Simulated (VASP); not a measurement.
Ge, 2 atoms in the cell. Symmetry: Fd-3m, No. 227, cubic system. The conventional cell has a = 5.764 Å, b = 5.764 Å, c = 5.764 Å, α = 90.00°, β = 90.00°, γ = 90.00°. Ge (site symmetry -43m) has 4 Ge at 2.50 Å within 3.3 Å. 

- Program: VASP 6.6.1
- Task: single point
- Functional: PBE
- Potentials or basis: VASP PAW PBE potentials, release 64 (Ge_d)
- Cutoff: 520 eV
- k mesh: 12 × 12 × 12
- Occupations: fermi-dirac, width 0.05 eV
- Spin: no spin polarisation
- Dipole correction: no
- Further INCAR settings: ALGO = Normal; EDIFF = 1e-07; NBANDS = 21

Potentials or basis: VASP PAW PBE potentials, release 64 (Ge_d).

The run is started by

```sh
$ cat potpaw_PBE.64/Ge_d/POTCAR > POTCAR
$ mpirun -np 1 vasp_std > vasp.out
```

Hardware: 1 thread of Intel(R) Xeon(R) Platinum 8259CL CPU @ 2.50GHz (Skylake/Cascade Lake), on a shared host.

Task: How long does it take, and how much memory?

Result: Run time: 89 s on 1 thread of Intel(R) Xeon(R) Platinum 8259CL CPU @ 2.50GHz (Skylake/Cascade Lake) (shared host), peak memory 0.19 GiB. Counts: scf iterations 12, k points 72.
